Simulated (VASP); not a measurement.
A run of VASP 6.6.1 is set up as follows.

File POSCAR:

```
GaN
1.0
    0.0224895254      2.2714420690      2.2714420690
    2.2714420690      0.0224895254      2.2714420690
    2.2714420690      2.2714420690      0.0224895254
Ga N
1 1
Direct
    0.0006617303      0.0006617303      0.0006617303
    0.2493382697      0.2493382697      0.2493382697
```

Contents of INCAR.step1:

```
SYSTEM = GaN
PREC = Accurate ; ENCUT = 910
ISMEAR = 0 ; SIGMA = 0.01
LREAL = .FALSE. ; LASPH = .TRUE.
NELM = 120 ; NBANDS = 16
GGA = PE ; ALGO = Normal
EDIFF = 1E-5 ; LWAVE = .TRUE.
LCHARG = .FALSE. ; GGA_COMPAT = .FALSE.
```

Contents of INCAR.step2:

```
SYSTEM = GaN
PREC = Accurate ; ENCUT = 910
EDIFF = 1E-6 ; ISMEAR = 0
SIGMA = 0.01 ; LREAL = .FALSE.
LASPH = .TRUE. ; NELM = 120
ALGO = Normal ; ISIF = 2
LWAVE = .FALSE. ; LCHARG = .FALSE.
METAGGA = R2SCAN ; LMIXTAU = .TRUE.
NBANDS = 16 ; ISTART = 1
GGA_COMPAT = .FALSE.
```

Contents of KPOINTS:

```
Automatic mesh
0
G
  10 10 10
  0 0 0
```

Potentials or basis: VASP PAW PBE potentials, release 64 (Ga_d, N_h).

Command:

```bash
$ cat potpaw_PBE.64/Ga_d/POTCAR potpaw_PBE.64/N_h/POTCAR > POTCAR
$ cp INCAR.step1 INCAR
$ mpirun -np 1 vasp_std > vasp.out
$ cp INCAR.step2 INCAR
$ mpirun -np 1 vasp_std > vasp.out
```

(1) Predict the pressure.

(2) Estimate the band gap on the k mesh.

Results:

(1) -1.9 GPa.

(2) 2.02 eV, direct.

Caveat: the cell differs from its parent crystal (strain along [111] +1.5%); the cutoff is under 1.25 times the usual one of these potentials, so pressure, stress and relaxed cells hold a basis-set (Pulay) error; the PAW data sets were made with another functional, which shifts forces and pressure a little.
